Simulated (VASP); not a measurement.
Here is a VASP 6.6.1 calculation.

The input INCAR:

```
SYSTEM = MoS2
PREC = Accurate
ENCUT = 520
EDIFF = 1E-6
ISMEAR = -1
SIGMA = 0.05
LREAL = .False.
LASPH = .True.
NELM = 150
ALGO = Normal
ISIF = 2
LWAVE = .False.
LCHARG = .False.
LMAXMIX = 4
LDAU = .True.
LDAUTYPE = 2
LDAUL = 2 -1
LDAUU = 5 0
LDAUJ = 0 0
LDAUPRINT = 1
GGA = PS
NBANDS = 35
```

KPOINTS

```
Automatic mesh
0
Gamma
  10 10 2
  0 0 0
```

File POSCAR:

```
MoS2
1.0
    3.1426456011      0.0000000000      0.0000000000
   -1.5713228005      2.7216109256      0.0000000000
    0.0000000000      0.0000000000     21.5416908855
Mo S
2 4
Direct
    0.3333333333      0.6666666667      0.8549996364
    0.6666666667      0.3333333333      0.1450003636
    0.6666666667      0.3333333333      0.7827428357
    0.3333333333      0.6666666667      0.0726813023
    0.6666666667      0.3333333333      0.9273186977
    0.3333333333      0.6666666667      0.2172571643
```

Potentials or basis: VASP PAW PBE potentials, release 64 (Mo_sv, S).

Run with:

```bash
$ cat potpaw_PBE.64/Mo_sv/POTCAR potpaw_PBE.64/S/POTCAR > POTCAR
$ mpirun -np 1 vasp_std > vasp.out
```

(1) What does it give for the band gap on the k mesh?

(2) Estimate the largest force.

Results:

(1) 1.46 eV (least direct gap 1.92 eV).

(2) 0.376 eV/Å.

Caveat: there is no dipole correction, which matters where the two faces differ; the PAW data sets were made with another functional, which shifts forces and pressure a little.
